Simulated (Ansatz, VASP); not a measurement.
**Two plane-wave programs on Sc12H**

```
Sc H
1.0
     6.62000    0.00000    0.00000
    -4.96500    8.59963    0.00000
     0.00000    0.00000    5.27614
Sc H
12 1
Direct
  0.99967 0.00018 0.00353
  0.16787 0.22294 0.50360
  0.99996 0.33410 0.00432
  0.16394 0.55484 0.50194
  0.99953 0.66601 0.00345
  0.16712 0.88994 0.50324
  0.50017 0.99956 0.00353
  0.66504 0.22159 0.50367
  0.50128 0.33442 0.00368
  0.66796 0.55493 0.50155
  0.50031 0.66713 0.98602
  0.66922 0.89227 0.50237
  0.50061 0.66777 0.59782
```

Alike in both runs: functional PBE; k mesh 4 × 3 × 4; occupations gaussian, width 0.15 eV; no spin polarisation.

Ansatz relaxed the structure, and its values are those at the end. VASP's run is a single point on that final structure, the one shown.

```csv
,VASP,Ansatz
version,VASP 6.6.1,Ansatz 0.2.0
potentials or method,"VASP PAW PBE potentials, release 64 (Sc_sv, H), cutoff 520 eV","scalar-relativistic, plane waves, PAW"
valence electrons in the cell,133,133
```

Ansatz gave:

```
rms of the force components (eV/Å) : 0.007
```

Which values does VASP return?

rms of the force components (eV/Å): 0.009.
